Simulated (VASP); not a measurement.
A run of VASP 6.6.1 is set up as follows.

File INCAR:

```
PREC = Accurate ; ENCUT = 520
EDIFF = 1E-7 ; ISMEAR = -1
SIGMA = 0.1 ; LREAL = F
LASPH = T ; NELM = 80
ALGO = Normal ; ISIF = 2
LWAVE = F ; LCHARG = F
GGA = PE ; NBANDS = 40
```

Contents of KPOINTS:

```
Automatic mesh
0
Gamma
  3 3 3
```

The input POSCAR:

```
CaPbS6
1.0
    0.0000000000      4.9213820000      4.9213820000
    4.9213820000      0.0000000000      4.9213820000
    4.9213820000      4.9213820000      0.0000000000
S Ca Pb
6 1 1
Direct
    0.7500000000      0.2500000000      0.2500000000
    0.2500000000      0.7500000000      0.2500000000
    0.2500000000      0.7500000000      0.7500000000
    0.7500000000      0.2500000000      0.7500000000
    0.2500000000      0.2500000000      0.7500000000
    0.7500000000      0.7500000000      0.2500000000
    0.5000000000      0.5000000000      0.5000000000
    0.0000000000      0.0000000000      0.0000000000
```

Potentials or basis: VASP PAW PBE potentials, release 64 (S, Ca_sv, Pb_d).

Run with:

```bash
$ cat potpaw_PBE.64/S/POTCAR potpaw_PBE.64/Ca_sv/POTCAR potpaw_PBE.64/Pb_d/POTCAR > POTCAR
$ mpirun -np 1 vasp_std > vasp.out
```

Q: Predict the band gap on the k mesh.

A: Zero (band 30 reaches 0.91 eV, above the bottom of band 31 at 0.69 eV).

Q: Estimate the pressure.

A: 8.7 GPa.

Caveat: the k points lie up to 0.37 Å⁻¹ apart; spin-orbit coupling is left out, which moves the levels of the heavy elements.
